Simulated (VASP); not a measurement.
TiPbO3:

```
Ti Pb O
1.0
     3.82036    0.00000    0.00000
     0.00000    3.82036    0.00000
     0.00000    0.00000    4.22520
Ti Pb O
1 1 3
Direct
  0.50000 0.50000 0.58306
  0.00000 0.00000 0.12341
  0.00000 0.50000 0.49403
  0.50000 0.00000 0.49403
  0.50000 0.50000 0.99567
```

This cell differs from its parent crystal: equal strain along all axes, cell held: -1.0 %.

```yaml
Program: VASP 6.6.1
Task: relaxation of the atoms
Functional: PBEsol
Potentials_or_basis: VASP PAW PBE potentials, release 64 (Ti_sv, Pb_d, O)
Cutoff: 520 eV
k_mesh: 8 × 8 × 6
Occupations: gaussian, width 0.02 eV
Spin: no spin polarisation
```

At the start: pressure 5.9 GPa; volume 12.33 Å³/atom.

How do energy, volume and symmetry change on relaxing?

Over 8 steps the energy falls by 3.0 meV/atom; space group P4mm (No. 99, to 0.1 Å) before and after.

The path:
| step | energy change (eV) | largest force (eV/Å) | pressure (GPa) |
| --- | --- | --- | --- |
| 1 | 0.0000 | 0.6503 | 5.95 |
| 2 | -0.0061 | 0.4830 | 4.08 |
| 3 | -0.0090 | 0.2853 | 4.73 |
| 4 | -0.0132 | 0.1558 | 4.30 |
| 5 | -0.0147 | 0.0499 | 3.87 |
| 6 | -0.0147 | 0.0505 | 3.85 |
| 7 | -0.0151 | 0.0244 | 3.82 |
| 8 | -0.0152 | 0.0027 | 3.80 |

Final structure:
```
CELL_PARAMETERS angstrom
3.82036 0.00000 0.00000
0.00000 3.82036 0.00000
0.00000 0.00000 4.22520
ATOMIC_POSITIONS crystal
Ti 0.50000 0.50000 0.58208
Pb 0.00000 0.00000 0.11331
O 0.00000 0.50000 0.49589
O 0.50000 0.00000 0.49589
O 0.50000 0.50000 0.00302
```

Caveat: the cell differs from its parent crystal (equal strain along all axes, cell held: -1.0 %); the PAW data sets were made with another functional, which shifts forces and pressure a little.
